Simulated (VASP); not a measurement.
# Tl (Fm-3m) in VASP: further runs, part 2 of 2

VASP 6.6.1.

### Step 3. Single point, PBE (volume scaled by 0.98)

INCAR reads:

```
SYSTEM = Tl
PREC = Accurate ; ENCUT = 520
EDIFF = 1E-6 ; ISMEAR = -1
SIGMA = 0.05 ; LREAL = .FALSE.
LASPH = .TRUE. ; NELM = 80
ALGO = Normal ; ISIF = 2
LWAVE = .FALSE. ; LCHARG = .FALSE.
GGA = PE ; NBANDS = 12
```

KPOINTS reads:

```
Automatic mesh
0
G
  14 14 14
  0 0 0
```

POSCAR reads:

```
Tl
1.0
    0.0000000000      2.1504693608      2.1504693608
    2.1504693608      0.0000000000      2.1504693608
    2.1504693608      2.1504693608      0.0000000000
Tl
1
Direct
    0.0000000000      0.0000000000      0.0000000000
```

Potentials or basis: VASP PAW PBE potentials, release 64 (Tl_d).

Launch:

```
$ cat potpaw_PBE.64/Tl_d/POTCAR > POTCAR
$ mpirun -np 1 vasp_std > vasp.out
```

OUTCAR:

```text
SYSTEM = Tl
   PREC = Accurate
   ENCUT = 520
   EDIFF = 1E-6
   ISMEAR = -1
   LREAL = .FALSE.
   LASPH = .TRUE.
   NELM = 80
   ISIF = 2
   GGA = PE

 ion  position               nearest neighbor table
   1  0.000  0.000  0.000-

  LATTYP: Found a face centered cubic cell.
 ALAT       =     4.3009387216

  Lattice vectors:

 A1 = (   0.0000000000,   2.1504693608,   2.1504693608)
 A2 = (   2.1504693608,   0.0000000000,   2.1504693608)
 A3 = (   2.1504693608,   2.1504693608,   0.0000000000)

Analysis of symmetry for initial positions (statically):
=====================================================================
 Subroutine PRICEL returns:
 Original cell was already a primitive cell.

 Routine SETGRP: Setting up the symmetry group for a
 face centered cubic supercell.

 Subroutine GETGRP returns: Found 48 space group operations
 (whereof 48 operations were pure point group operations)
 out of a pool of 48 trial point group operations.

The static configuration has the point symmetry O_h .

Analysis of symmetry for dynamics (positions and initial velocities):
=====================================================================
 Subroutine PRICEL returns:
 Original cell was already a primitive cell.

 Routine SETGRP: Setting up the symmetry group for a
 face centered cubic supercell.

 Subroutine GETGRP returns: Found 48 space group operations
 (whereof 48 operations were pure point group operations)
 out of a pool of 48 trial point group operations.

The dynamic configuration has the point symmetry O_h .

 Subroutine INISYM returns: Found 48 space group operations
 (whereof 48 operations are pure point group operations),
 and found     1 'primitive' translations

----------------------------------------------------------------------------------------

                                     Primitive cell

  volume of cell :      19.8898

  direct lattice vectors                    reciprocal lattice vectors
     0.000000000  2.150469361  2.150469361    -0.232507381  0.232507381  0.232507381
     2.150469361  0.000000000  2.150469361     0.232507381 -0.232507381  0.232507381
     2.150469361  2.150469361  0.000000000     0.232507381  0.232507381 -0.232507381

  length of vectors
     3.041222936  3.041222936  3.041222936     0.402714598  0.402714598  0.402714598

  position of ions in fractional coordinates (direct lattice)
     0.000000000  0.000000000  0.000000000

  ion indices of the primitive-cell ions
   primitive index   ion index
                 1           1

----------------------------------------------------------------------------------------

 KPOINTS: Automatic mesh

Automatic generation of k-mesh.
 Grid dimensions read from file:
 generate k-points for:   14   14   14

 Generating k-lattice:

  Cartesian coordinates                     Fractional coordinates (reciprocal lattice)
    -0.016607670  0.016607670  0.016607670     0.071428571  0.000000000  0.000000000
     0.016607670 -0.016607670  0.016607670     0.000000000  0.071428571  0.000000000
     0.016607670  0.016607670 -0.016607670     0.000000000  0.000000000  0.071428571

  Length of vectors
     0.028765328  0.028765328  0.028765328

  Shift w.r.t. Gamma in fractional coordinates (k-lattice)
     0.000000000  0.000000000  0.000000000

 Subroutine IBZKPT returns following result:
 ===========================================

 Found    104 irreducible k-points:

 Following reciprocal coordinates:
            Coordinates               Weight
  0.000000  0.000000  0.000000      1.000000
  0.071429  0.000000  0.000000      8.000000
  0.142857  0.000000  0.000000      8.000000
  0.214286  0.000000  0.000000      8.000000
  0.285714  0.000000  0.000000      8.000000
  0.357143  0.000000  0.000000      8.000000
[... 16 lines left out ...]
  0.214286  0.142857  0.000000     24.000000
  0.285714  0.142857  0.000000     24.000000
 [... further k-points ...]
   k-points           NKPTS =    104   k-points in BZ     NKDIM =    104   number of bands    NBANDS=     12
   number of dos      NEDOS =    301   number of ions     NIONS =      1
   total plane-waves  NPLWV =  13824
   dimension x,y,z NGX =    24 NGY =   24 NGZ =   24
   dimension x,y,z NGXF=    48 NGYF=   48 NGZF=   48
   ions per type =               1
   NGX,Y,Z   is equivalent  to a cutoff of  13.12, 13.12, 13.12 a.u.
   NGXF,Y,Z  is equivalent  to a cutoff of  26.24, 26.24, 26.24 a.u.
 SYSTEM =  Tl
   PREC   = accura    normal or accurate (medium, high low for compatibility)
   ISTART =      0    job   : 0-new  1-cont  2-samecut
   ICHARG =      2    charge: 1-file 2-atom 10-const
   ISPIN  =      1    spin polarized calculation?
   LNONCOLLINEAR =      F non collinear calculations
   LSORBIT =      F    spin-orbit coupling
   LASPH  =      T    aspherical Exc in radial PAW
   ENCUT  =  520.0 eV  38.22 Ry    6.18 a.u.   5.65  5.65  5.65*2*pi/ulx,y,z
   NELM   =     80;   NELMIN=  2; NELMDL= -5     # of ELM steps
   EDIFF  = 0.1E-05   stopping-criterion for ELM
   LREAL  =      F    real-space projection
   EDIFFG = 0.1E-04   stopping-criterion for IOM
   NSW    =      0    number of steps for IOM
   IBRION =     -1    ionic relax: 0-MD 1-quasi-New 2-CG
   NFREE  =      0    steps in history (QN), initial steepest desc. (CG)
   ISIF   =      2    stress and relaxation
   ISYM   =      2    0-nonsym 1-usesym 2-fastsym
   POTIM  = 0.5000    time-step for ionic-motion
   TEBEG  =    0.0;   TEEND  =   0.0 temperature during run
   PSTRESS=    0.0 pullay stress
   NELECT =      13.0000    total number of electrons
   NUPDOWN=      -1.0000    fix difference up-down
   EMIN   =  10.00;   EMAX   =-10.00  energy-range for DOS
   EFERMI =   0.00;   METHOD = LEGACY
   ISMEAR =    -1;   SIGMA  =   0.05  broadening in eV -4-tet -1-fermi 0-gaus
   EFERMI_NEDOS =   21; number of points for ismear=-14 and -15
   IALGO  =     38    algorithm
   IMIX   =      4    mixing-type and parameters
     AMIX     =   0.40;   BMIX     =  1.00
     AMIX_MAG =   1.60;   BMIX_MAG =  1.00
  volume/ion in A,a.u.               =      19.89       134.22
  Fermi-wavevector in a.u.,A,eV,Ry     =   1.420734  2.684797 27.463147  2.018484
  Thomas-Fermi vector in A             =   2.541618
   LORBIT       =      0    0 simple, 1 ext, 2 COOP (PROOUT), +10 PAW based schemes
   GGA     = PE    functional components
   LHFCALC =     F    Hartree Fock is set to
   AEXX    =    0.0000 exact exchange contribution
   IVDW    =     0    specifies the selected vdW correction
   LEPSILON=     F    determine dielectric tensor
   LRPA    =     F    only Hartree local field effects (RPA)
 non-spin polarized calculation
  energy-cutoff  :      520.00
  volume of cell :       19.89
 maximum number of plane-waves:       548
   NGX = 11   NGY = 11   NGZ = 11

 number of electron      13.0000003 magnetization

 Free energy of the ion-electron system (eV)
  ---------------------------------------------------
  ext. energy  EPLUGINS =         0.00000000
  ---------------------------------------------------
  free energy    TOTEN  =        -1.30228902 eV

  energy without entropy =       -1.29825455  energy(sigma->0) =       -1.30027179

 E-fermi :  11.4456     XC(G=0): -12.1399

 val. band max:       11.4325373947   @ k =  -0.3571   0.4286   0.2143
 cond. band min:      11.5670288586   @ k =  -0.4286   0.3571   0.1429
 fundamental gap:      0.1344914639
 Fermi energy:        11.4455940740

 k-point     1 :       0.0000    0.0000    0.0000
  band No.  band energies     occupation
      1      -1.8528      2.00000
      2      -1.2033      2.00000
      3      -1.2033      2.00000
      4      -1.2033      2.00000
      5      -0.5341      2.00000
      6      -0.5341      2.00000
      7      22.3526      0.00000
      8      24.4655      0.00000
      9      24.4655      0.00000
     10      24.4655      0.00000
     11      29.5277      0.00000
     12      30.5818      0.00000

 k-point     2 :       0.0714    0.0000    0.0000
  band No.  band energies     occupation
      1      -1.7118      2.00000
      2      -1.2093      2.00000
      3      -1.1723      2.00000
      4      -1.1723      2.00000
      5      -0.5417      2.00000
      6      -0.5417      2.00000
      7      22.2308      0.00000
      8      23.2513      0.00000
      9      24.4549      0.00000
     10      24.4549      0.00000
     11      29.2533      0.00000
     12      30.2109      0.00000
[... 316 lines left out ...]
 k-point    24 :       0.2857    0.1429    0.0000
  band No.  band energies     occupation
      1      -1.5611      2.00000
      2      -1.0388      2.00000
      3      -0.9417      2.00000
      4      -0.8476      2.00000
      5      -0.2514      2.00000
      6       0.8006      2.00000
      7      16.4844      0.00000
      8      20.7383      0.00000
      9      22.1017      0.00000
     10      22.6983      0.00000
     11      25.6540      0.00000
     12      30.2177      0.00000

 [... further k-points ...]
[... 5 lines left out ...]
  --------------------------------------------------------------------------------------
  -------------------------------------------------------------------------------------
  Total        5.1470370      5.1470370      5.1470370      0.0000000      0.0000000      0.0000000
  in kB      414.6084046    414.6084046    414.6084046      0.0000000      0.0000000      0.0000000
  external PRESSURE =     414.6084046 kB  Pullay stress =       0.0000000 kB

 VOLUME and BASIS-vectors are now :
 -----------------------------------------------------------------------------
  energy-cutoff  :      520.00
  volume of cell :       19.89
      direct lattice vectors                 reciprocal lattice vectors
     0.000000000  2.150469361  2.150469361    -0.232507381  0.232507381  0.232507381
     2.150469361  0.000000000  2.150469361     0.232507381 -0.232507381  0.232507381
     2.150469361  2.150469361  0.000000000     0.232507381  0.232507381 -0.232507381

 POSITION                                       TOTAL-FORCE (eV/Angst)
 -----------------------------------------------------------------------------------
      0.00000      0.00000      0.00000         0.000000      0.000000      0.000000
 -----------------------------------------------------------------------------------
    total drift:                                0.000000      0.000000     -0.000000

  FREE ENERGIE OF THE ION-ELECTRON SYSTEM (eV)
  ---------------------------------------------------
  free  energy   TOTEN  =        -1.3022890241 eV

  energy  without entropy=       -1.2982545486  energy(sigma->0) =       -1.30027179
```

It took 14 s on 1 thread of Intel Xeon Platinum 8488C (Sapphire Rapids), shared host; peak memory 0.15 GiB.

Results:

| Property | Result |
| --- | --- |
| Free energy | -1.3023 eV |
| Pressure | 41.5 GPa |

Levels at points of the mesh, in eV from the Fermi level:
| k point | band 4 | band 5 | band 6 | band 7 | band 8 | band 9 |
| --- | --- | --- | --- | --- | --- | --- |
| (0.00, 0.00, 0.00) | -12.65 | -11.98 | -11.98 | 10.91 | 13.02 | 13.02 |
| (0.50, 0.00, 0.00) | -11.41 | -11.41 | -5.20 | -4.92 | 10.35 | 10.59 |
| (0.50, 0.50, 0.00) | -11.26 | -11.26 | -3.37 | -2.60 | 4.55 | 4.55 |

Caveat: spin-orbit coupling is left out, which moves the levels of the heavy elements.
